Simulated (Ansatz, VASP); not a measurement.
# AlNi: VASP beside Ansatz

```
Al Ni
1.0
     0.00000   -2.86182    0.00000
     0.00000    0.00000   -2.86182
    10.58547   -0.95394   -0.95394
Al Ni
3 3
Direct
  0.97747 0.97747 0.06759
  0.88735 0.88735 0.33794
  0.79723 0.79723 0.60830
  0.25218 0.25218 0.74347
  0.43241 0.43241 0.20277
  0.34229 0.34229 0.47312
```

Alike in both runs: task single point; functional PBEsol; k mesh 15 × 15 × 5; occupations gaussian, width 0.15 eV; no spin polarisation.

```csv
,VASP,Ansatz
version,VASP 6.6.1,Ansatz 0.2.0
potentials or method,"VASP PAW PBE potentials, release 64 (Al, Ni), cutoff 520 eV","scalar-relativistic, plane waves, PAW"
valence electrons in the cell,39,63
```

|  | VASP | Ansatz | Ansatz less VASP |
| --- | --- | --- | --- |
| gap on the k mesh at the Fermi level (eV) | none | none | - |
| pressure (GPa) | -5.7 | -6.1 | -0.41 |
| traceless stress, the component that is largest in VASP (GPa) | -0.49 | -0.48 | +0.017 |
| rms of the force components (eV/Å) | 0.259 | 0.261 | +0.0022 |

VASP's potentials were made for PBE, not for PBEsol, and Ansatz warns of the same on its side. Atom by atom the forces differ by 0.005 eV/Å (rms over components). A gap of «none» marks a metal or a gap that the smearing closes. With one functional, cell and mesh, what is left measures potentials, basis and numerics. VASP's potentials hold 39 valence electrons a cell and Ansatz's 63, so a difference there can come from the potentials and not from the codes.
